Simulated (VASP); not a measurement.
The system is HfGa2As2.

```xyz
5
Lattice="4.5967 0.0000 0.0000 -2.2983 3.9808 0.0000 0.0000 0.0000 5.8541" Properties=species:S:1:pos:R:3 pbc="T T T"
Hf    2.2983    1.3269    0.0000
Ga    2.2983    1.3269    2.9271
Ga    0.0000    0.0000    0.0000
As    0.0000    2.6539    4.3325
As    0.0000    2.6539    1.5216
```

The cell was generated, and may not be a known phase.

```yaml
Program: VASP 6.6.1
Task: relaxation of cell and atoms
Functional: PBE
Potentials_or_basis: VASP PAW PBE potentials, release 64 (Hf_pv, Ga_d, As)
Cutoff: 600 eV
k_mesh: 6 × 6 × 4
Occupations: gaussian, width 0.1 eV
Spin: no spin polarisation
```

At the start: pressure 0.6 GPa; volume 21.42 Å³/atom.

Task: How do energy, volume and symmetry change on relaxing?

Result: Over 6 steps the energy falls by 27.8 meV/atom and the volume is 21.58 Å³/atom (+0.7 %); space group P-6m2 (No. 187, to 0.1 Å) before and after.

Step by step:
```
step  energy change (eV)  largest force (eV/Å)  pressure (GPa)  volume (Å³)
   1              0.0000                0.2068            0.58       107.12
   2             -0.1077                0.3211           -0.29       108.27
   3             -0.1233                0.3198           -0.53       108.76
   4             -0.1328                0.1875            0.26       107.63
   5             -0.1333                0.1460            0.50       107.31
   6             -0.1390                0.0352            0.17       107.91
```

Final structure:
```cif
data_structure
_symmetry_space_group_name_H-M 'P 1'
_symmetry_Int_Tables_number 1
_cell_length_a 4.7086
_cell_length_b 4.7086
_cell_length_c 5.6202
_cell_angle_alpha 90.000
_cell_angle_beta 90.000
_cell_angle_gamma 120.000
_cell_volume 107.91
loop_
_atom_site_label
_atom_site_type_symbol
_atom_site_fract_x
_atom_site_fract_y
_atom_site_fract_z
_atom_site_occupancy
Hf1 Hf 0.66667 0.33333 0.00000 1
Ga1 Ga 0.66667 0.33333 0.50000 1
Ga2 Ga 0.00000 0.00000 0.00000 1
As1 As 0.33333 0.66667 0.74981 1
As2 As 0.33333 0.66667 0.25019 1
```
